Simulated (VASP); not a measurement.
# Ge (P6_3/mmc) in VASP: a series of runs, part 2 of 2

VASP 6.6.1. The steps go on from the part before.

## Step 4: Single point, r2SCAN

This run uses another cell than the first one, of 17.61 Å³/atom, 1.140 times its volume.

Input file POSCAR:

```
Ge
1.0
    2.8471512045      0.0000000000      0.0000000000
   -1.4235756022      2.4657052715      0.0000000000
    0.0000000000      0.0000000000      5.0162964345
Ge
2
Direct
    0.3333333333      0.6666666667      0.2500000000
    0.6666666667      0.3333333333      0.7500000000
```

Input file INCAR.step1:

```
SYSTEM = Ge
ALGO = Normal
EDIFF = 1E-4
ENCUT = 520
GGA = PE
ISMEAR = -1
LASPH = .True.
LCHARG = .False.
LREAL = .False.
LWAVE = .True.
NBANDS = 21
NELM = 60
PREC = Accurate
SIGMA = 0.05
```

Input file INCAR.step2:

```
SYSTEM = Ge
ALGO = Normal
EDIFF = 1E-6
ENCUT = 520
ISIF = 2
ISMEAR = -1
ISTART = 1
LASPH = .True.
LCHARG = .False.
LMIXTAU = .True.
LREAL = .False.
LWAVE = .False.
METAGGA = R2SCAN
NBANDS = 21
NELM = 60
PREC = Accurate
SIGMA = 0.05
```

Input file KPOINTS:

```
k-points
0
Gamma
  10 10 5
  0 0 0
```

Potentials or basis: VASP PAW PBE potentials, release 64 (Ge_d).

The run is started by

```sh
$ cat potpaw_PBE.64/Ge_d/POTCAR > POTCAR
$ cp INCAR.step1 INCAR
$ mpirun -np 1 vasp_std > vasp.out
$ cp INCAR.step2 INCAR
$ mpirun -np 1 vasp_std > vasp.out
```

OUTCAR:

```text
SYSTEM = Ge
   EDIFF = 1E-6
   ENCUT = 520
   ISIF = 2
   ISMEAR = -1
   ISTART = 1
   LASPH = .True.
   LREAL = .False.
   METAGGA = R2SCAN
   NELM = 60
   PREC = Accurate

 ion  position               nearest neighbor table
   1  0.333  0.667  0.250-
   2  0.667  0.333  0.750-

  LATTYP: Found a hexagonal cell.
 ALAT       =     2.8471512045
 C/A-ratio  =     1.7618651326

  Lattice vectors:

 A1 = (   2.8471512045,   0.0000000000,   0.0000000000)
 A2 = (  -1.4235756022,   2.4657052715,   0.0000000000)
 A3 = (   0.0000000000,   0.0000000000,   5.0162964345)

Analysis of symmetry for initial positions (statically):
=====================================================================
 Subroutine PRICEL returns:
 Original cell was already a primitive cell.

 Routine SETGRP: Setting up the symmetry group for a
 hexagonal supercell.

 Subroutine GETGRP returns: Found 24 space group operations
 (whereof 12 operations were pure point group operations)
 out of a pool of 24 trial point group operations.

The static configuration has the point symmetry D_3d.
 The point group associated with its full space group is D_6h.

Analysis of symmetry for dynamics (positions and initial velocities):
=====================================================================
 Subroutine PRICEL returns:
 Original cell was already a primitive cell.

 Routine SETGRP: Setting up the symmetry group for a
 hexagonal supercell.

 Subroutine GETGRP returns: Found 24 space group operations
 (whereof 12 operations were pure point group operations)
 out of a pool of 24 trial point group operations.

The dynamic configuration has the point symmetry D_3d.
 The point group associated with its full space group is D_6h.

 Subroutine INISYM returns: Found 24 space group operations
 (whereof 12 operations are pure point group operations),
 and found     1 'primitive' translations

[... 103 lines left out ...]
   TEBEG  =    0.0;   TEEND  =   0.0 temperature during run
   PSTRESS=    0.0 pullay stress
   NELECT =      28.0000    total number of electrons
   NUPDOWN=      -1.0000    fix difference up-down
   EMIN   =  10.00;   EMAX   =-10.00  energy-range for DOS
   EFERMI =   0.00;   METHOD = LEGACY
   ISMEAR =    -1;   SIGMA  =   0.05  broadening in eV -4-tet -1-fermi 0-gaus
   EFERMI_NEDOS =   21; number of points for ismear=-14 and -15
   IALGO  =     38    algorithm
   IMIX   =      4    mixing-type and parameters
     AMIX     =   0.40;   BMIX     =  1.00
     AMIX_MAG =   1.60;   BMIX_MAG =  1.00
  volume/ion in A,a.u.               =      17.61       118.82
  Fermi-wavevector in a.u.,A,eV,Ry     =   1.516640  2.866034 31.296084  2.300197
  Thomas-Fermi vector in A             =   2.626003
   LORBIT       =      0    0 simple, 1 ext, 2 COOP (PROOUT), +10 PAW based schemes
   METAGGA = R2SCAN    functional components
   LHFCALC =     F    Hartree Fock is set to
   AEXX    =    0.0000 exact exchange contribution
   IVDW    =     0    specifies the selected vdW correction
   LEPSILON=     F    determine dielectric tensor
   LRPA    =     F    only Hartree local field effects (RPA)
 non-spin polarized calculation
  energy-cutoff  :      520.00
  volume of cell :       35.22
 maximum number of plane-waves:       963
 NGX is ok and might be reduce to    24
   NGX = 11   NGY = 11   NGZ = 19

 number of electron      27.9999999 magnetization

 Free energy of the ion-electron system (eV)
  ---------------------------------------------------
  ext. energy  EPLUGINS =         0.00000000
  ---------------------------------------------------
  free energy    TOTEN  =       -26.56799474 eV

  energy without entropy =      -26.56321284  energy(sigma->0) =      -26.56560379

 E-fermi :   7.4478     XC(G=0): -12.8743

 val. band max:        7.3932501746   @ k =   0.2000   0.2000   0.0000
 cond. band min:       7.5447136631   @ k =   0.3000   0.3000   0.0000
 fundamental gap:      0.1514634885
 Fermi energy:         7.4478120175

 k-point     1 :       0.0000    0.0000    0.0000
  band No.  band energies     occupation
      1     -18.1057      2.00000
      2     -18.0988      2.00000
      3     -18.0829      2.00000
      4     -18.0829      2.00000
      5     -18.0756      2.00000
      6     -18.0756      2.00000
[... 565 lines left out ...]
     20      18.2047      0.00000
     21      20.7450      0.00000

 [... further k-points ...]
[... 5 lines left out ...]
  --------------------------------------------------------------------------------------
  -------------------------------------------------------------------------------------
  Total        1.0502919      1.0502919      1.0745213      0.0000000      0.0000000      0.0000000
  in kB       47.7843510     47.7843510     48.8866978      0.0000000      0.0000000      0.0000000
  external PRESSURE =      48.1517999 kB  Pullay stress =       0.0000000 kB

 VOLUME and BASIS-vectors are now :
 -----------------------------------------------------------------------------
  energy-cutoff  :      520.00
  volume of cell :       35.22
      direct lattice vectors                 reciprocal lattice vectors
     2.847151204  0.000000000  0.000000000     0.351228273  0.202781738  0.000000000
    -1.423575602  2.465705272  0.000000000     0.000000000  0.405563476  0.000000000
     0.000000000  0.000000000  5.016296435     0.000000000  0.000000000  0.199350260

 POSITION                                       TOTAL-FORCE (eV/Angst)
 -----------------------------------------------------------------------------------
     -0.00000      1.64380      1.25407        -0.000000     -0.000000      0.000000
      1.42358      0.82190      3.76222         0.000000      0.000000      0.000000
 -----------------------------------------------------------------------------------
    total drift:                                0.000000     -0.000000      0.000000

  FREE ENERGIE OF THE ION-ELECTRON SYSTEM (eV)
  ---------------------------------------------------
  free  energy   TOTEN  =       -26.5679947439 eV

  energy  without entropy=      -26.5632128440  energy(sigma->0) =      -26.56560379
```

It took 2 min on 1 thread of Intel Xeon Platinum 8488C (Sapphire Rapids), shared host; peak memory 0.17 GiB.

What came out:

```
Free energy            : -26.5680 eV
Pressure               : 4.8 GPa
Band gap on the k mesh : zero (band 14 reaches 15.96 eV, above the bottom of band 15 at 4.98 eV)
```

Caveat: the PAW data sets were made with another functional, which shifts forces and pressure a little.

## Step 5: Single point, r2SCAN

This run uses another cell than the first one, of 18.79 Å³/atom, 1.216 times its volume.

Input file POSCAR:

```
Ge
1.0
    2.8940586279      0.0000000000      0.0000000000
   -1.4470293139      2.5063282918      0.0000000000
    0.0000000000      0.0000000000      5.1804600368
Ge
2
Direct
    0.3333333333      0.6666666667      0.2500000000
    0.6666666667      0.3333333333      0.7500000000
```

Input file INCAR.step1:

```
PREC = Accurate ; ENCUT = 520
ISMEAR = -1 ; SIGMA = 0.05
LREAL = False ; LASPH = True
NELM = 80 ; NBANDS = 21
GGA = PE ; ALGO = Normal
EDIFF = 1E-4 ; LWAVE = True
LCHARG = False
```

Input file INCAR.step2:

```
PREC = Accurate ; ENCUT = 520
EDIFF = 1E-7 ; ISMEAR = -1
SIGMA = 0.05 ; LREAL = False
LASPH = True ; NELM = 80
ALGO = Normal ; ISIF = 2
LWAVE = False ; LCHARG = False
METAGGA = R2SCAN ; LMIXTAU = True
NBANDS = 21 ; ISTART = 1
```

Input file KPOINTS:

```
Automatic mesh
0
Gamma
  10 10 5
```

The run is started by

```sh
$ cat potpaw_PBE.64/Ge_d/POTCAR > POTCAR
$ cp INCAR.step1 INCAR
$ mpirun -np 1 vasp_std > vasp.out
$ cp INCAR.step2 INCAR
$ mpirun -np 1 vasp_std > vasp.out
```

Run time: 2.1 min. Hardware: 1 thread of Intel Xeon Platinum 8488C (Sapphire Rapids), shared host; peak memory 0.17 GiB.

Results (log left out):

```yaml
Free_energy: -26.6017 eV
Pressure: -0.2 GPa
Band_gap_on_the_k_mesh: zero (band 14 reaches 14.31 eV, above the bottom of band 15 at 4.50 eV)
```

Levels at points of the mesh, in eV from the Fermi level:
```csv
k point,band 10,band 11,band 12,band 13,band 14,band 15,band 16,band 17,band 18,band 19
"(0.00, 0.00, 0.00)",-25.42,-13.94,-9.41,-6.13,7.57,8.58,8.58,10.24,10.24,12.29
"(0.50, 0.00, 0.00)",-25.39,-8.24,-7.05,-3.35,-2.64,-0.88,1.50,3.77,7.33,7.97
```

Caveat: the PAW data sets were made with another functional, which shifts forces and pressure a little.

## Step 6: Relaxation of cell and atoms, r2SCAN, target pressure 5 GPa, at which the enthalpy is minimised

This run uses another cell than the first one, of 17.42 Å³/atom, 1.128 times its volume.

Input file POSCAR:

```
Ge
1.0
    2.9100000000      0.0000000000      0.0000000000
   -1.4550000000      2.5201339250      0.0000000000
    0.0000000000      0.0000000000      4.7520300000
Ge
2
Direct
    0.3333333333      0.6666666667      0.2500000000
    0.6666666667      0.3333333333      0.7500000000
```

Input file INCAR.step1:

```
SYSTEM = Ge
PREC     = Accurate       ! precision mode
ENCUT    = 600            ! plane-wave cutoff, eV
ISMEAR   = -1             ! smearing method
SIGMA    = 0.05           ! smearing width, eV
LREAL    = .False.        ! projectors in reciprocal space
LASPH    = .True.         ! aspherical terms in the spheres
NELM     = 100            ! most SCF steps
GGA      = PE             ! functional
ALGO     = Normal         ! electronic algorithm
EDIFF    = 1E-4           ! SCF threshold, eV
LWAVE    = .True.         ! write WAVECAR
LCHARG   = .False.        ! write CHGCAR
```

Input file INCAR.step2:

```
SYSTEM = Ge
PREC     = Accurate       ! precision mode
ENCUT    = 600            ! plane-wave cutoff, eV
EDIFF    = 1E-6           ! SCF threshold, eV
ISMEAR   = -1             ! smearing method
SIGMA    = 0.05           ! smearing width, eV
LREAL    = .False.        ! projectors in reciprocal space
LASPH    = .True.         ! aspherical terms in the spheres
NELM     = 100            ! most SCF steps
ALGO     = Normal         ! electronic algorithm
ISIF     = 3              ! what is computed and relaxed
LWAVE    = .False.        ! write WAVECAR
LCHARG   = .False.        ! write CHGCAR
METAGGA  = R2SCAN         ! meta-GGA
LMIXTAU  = .True.       
IBRION   = 2              ! ionic algorithm
NSW      = 80             ! ionic steps
EDIFFG   = -0.03          ! ionic threshold
PSTRESS  = 50.0         
ISTART   = 1
```

Input file KPOINTS:

```
Automatic mesh
0
Gamma
  10 10 5
  0 0 0
```

Potentials or basis: VASP PAW PBE potentials, release 64 (Ge_d).

The run is started by

```sh
$ cat potpaw_PBE.64/Ge_d/POTCAR > POTCAR
$ cp INCAR.step1 INCAR
$ mpirun -np 1 vasp_std > vasp.out
$ cp INCAR.step2 INCAR
$ mpirun -np 1 vasp_std > vasp.out
```

It took 7.8 min on 1 thread of Intel Xeon 6975P-C, shared host; peak memory 0.18 GiB.

It converged, with:

```
Free energy                                            : -26.5665 eV
Relaxed volume                                         : 17.57 Å³/atom
Relaxed cell                                           : a = 2.844 Å, b = 2.844 Å, c = 5.016 Å, α = 90.00°, β = 90.00°, γ = 120.00°
Space group after relaxing (to 0.05 Å)                 : P6_3/mmc (No. 194)
Energy change on relaxing (the enthalpy is what falls) : -16.3 meV/atom
Ionic steps                                            : 9
Pressure after relaxing                                : 5.0 GPa
Band gap on the k mesh                                 : zero (band 14 reaches 15.98 eV, above the bottom of band 15 at 5.01 eV)
```

The path:
```
step  energy change (eV)  largest force (eV/Å)  pressure (GPa)  volume (Å³)
   1              0.0000                0.0000            4.99        34.85
   2             -0.0022                0.0000            4.96        34.84
   3             -0.0138                0.0000            4.93        34.82
   4             -0.0185                0.0000            6.08        34.73
   5             -0.0245                0.0000            5.77        34.90
   6             -0.0282                0.0000            5.49        35.02
   7             -0.0263                0.0000            5.65        34.96
   8             -0.0295                0.0000            5.34        35.05
   9             -0.0327                0.0000            5.03        35.14
```

Final structure:
```
Ge
1.0
     2.84417    0.00000    0.00000
    -1.42209    2.46313    0.00000
     0.00000    0.00000    5.01616
Ge
2
Direct
  0.33333 0.66667 0.25000
  0.66667 0.33333 0.75000
```

Levels at points of the mesh, in eV from the Fermi level:
```
           k point  band 10  band 11  band 12  band 13  band 14  band 15  band 16  band 17  band 18
(0.00, 0.00, 0.00)   -25.41   -14.53    -9.42    -6.55     8.51     8.96     8.96    10.80    10.80
(0.50, 0.00, 0.00)   -25.38    -8.50    -7.37    -3.13    -2.59    -1.05     1.42     3.82     8.03
```

Caveat: the cell is relaxed towards a set pressure, so the enthalpy falls and the energy may rise; the PAW data sets were made with another functional, which shifts forces and pressure a little.

## Step 7: The runs side by side

```tsv
task	cell	cutoff (eV)	gap on the mesh (eV)	pressure (GPa)
single point	a = 2.760, b = 2.760, c = 4.684 Å, angles 90.0, 90.0, 120.0°, 2 atoms	520	none	19.7
single point	a = 2.819, b = 2.819, c = 4.838 Å, angles 90.0, 90.0, 120.0°, 2 atoms	520	none	9.8
single point	a = 2.847, b = 2.847, c = 5.016 Å, angles 90.0, 90.0, 120.0°, 2 atoms	520	none	4.8
single point	a = 2.894, b = 2.894, c = 5.180 Å, angles 90.0, 90.0, 120.0°, 2 atoms	520	none	-0.2
relaxation of cell and atoms	relaxed to 5 GPa from a = 2.910, b = 2.910, c = 4.752 Å, angles 90.0, 90.0, 120.0°, 2 atoms	600	none	5.0
```

Alike in all rows: level r2SCAN; potentials or basis VASP PAW PBE potentials, release 64 (Ge_d); no spin polarisation; k mesh 10 × 10 × 5; smearing fermi-dirac 0.05 eV.

Caveats: the PAW data sets were made with another functional, which shifts forces and pressure a little; the cell is relaxed towards a set pressure, so the enthalpy falls and the energy may rise (some runs).

Absolute energies hang on the potentials; compare differences alone.
